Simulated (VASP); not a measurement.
Write the native input for VASP 6.6.1 that does the following.

```
Task                   : single point
Functional             : r2SCAN
Potentials or basis    : VASP PAW PBE potentials, release 64 (Mn_pv, O)
Cutoff                 : 520 eV
k mesh                 : 12 × 12 × 12
Occupations            : gaussian, width 0.02 eV
Spin                   : collinear spin, antiferromagnetic start
Starting moments       : [4.62, -4.62, 0.0, 0.0] μB
Dipole correction      : no
Further INCAR settings : ALGO = Normal; EDIFF = 1e-07; NBANDS = 31
```

Crystal: MnO.

```xyz
4
Lattice="-2.1421 -2.1421 4.3702 -4.3702 -2.1421 2.1421 -2.1421 -4.3702 2.1421" Properties=species:S:1:pos:R:3 pbc="T T T"
Mn    0.0000    0.0000    0.0000
Mn   -4.3272   -4.3272    4.3272
O     2.2066    2.2066    2.2496
O    -2.1206   -2.1206    6.5768
```

The input as run:

POSCAR

```
MnO
1.0
   -2.1420790156     -2.1420790156      4.3701795693
   -4.3701795693     -2.1420790156      2.1420790156
   -2.1420790156     -4.3701795693      2.1420790156
Mn O
2 2
Direct
    0.0000000000      0.0000000000      0.0000000000
    0.5000000000      0.5000000000      0.5000000000
    1.2500000000     -0.7500000000     -0.7500000000
    1.7500000000     -0.2500000000     -0.2500000000
```

INCAR.step1

```
SYSTEM = MnO
PREC = Accurate
ENCUT = 520
ISMEAR = 0
SIGMA = 0.02
LREAL = .False.
LASPH = .True.
NELM = 150
ISPIN = 2
MAGMOM = 4.62 -4.62 0 0
LMAXMIX = 4
NBANDS = 31
GGA = PE
ALGO = Normal
EDIFF = 1E-4
LWAVE = .True.
LCHARG = .False.
```

INCAR.step2

```
SYSTEM = MnO
PREC = Accurate
ENCUT = 520
EDIFF = 1E-7
ISMEAR = 0
SIGMA = 0.02
LREAL = .False.
LASPH = .True.
NELM = 150
ALGO = Normal
ISIF = 2
LWAVE = .False.
LCHARG = .True.
ISPIN = 2
MAGMOM = 4.62 -4.62 0 0
LORBIT = 11
LMAXMIX = 4
METAGGA = R2SCAN
LMIXTAU = .True.
LELF = .True.
LVHAR = .True.
NBANDS = 31
ISTART = 1
```

KPOINTS

```
Automatic mesh
0
Gamma
  12 12 12
  0 0 0
```

Potentials or basis: VASP PAW PBE potentials, release 64 (Mn_pv, O).

Run with:

```sh
$ cat potpaw_PBE.64/Mn_pv/POTCAR potpaw_PBE.64/O/POTCAR > POTCAR
$ cp INCAR.step1 INCAR
$ mpirun -np 1 vasp_std > vasp.out
$ cp INCAR.step2 INCAR
$ mpirun -np 1 vasp_std > vasp.out
```

Results of the run:

```json
{
 "Pressure": "0.2 GPa",
 "Band gap on the k mesh": "1.71 eV",
 "Net moment": "0.00 μB per cell",
 "Site moments": "Mn +4.45, -4.45; O +0.00 μB",
 "Valence electrons inside the program's atomic spheres": "Mn 11.37; O 5.03"
}
```

Caveat: the PAW data sets were made with another functional, which shifts forces and pressure a little.

Wall time 110 min on 1 thread of Oxide Virtual Turin-like Processor, on a shared host, peak memory 0.53 GiB.
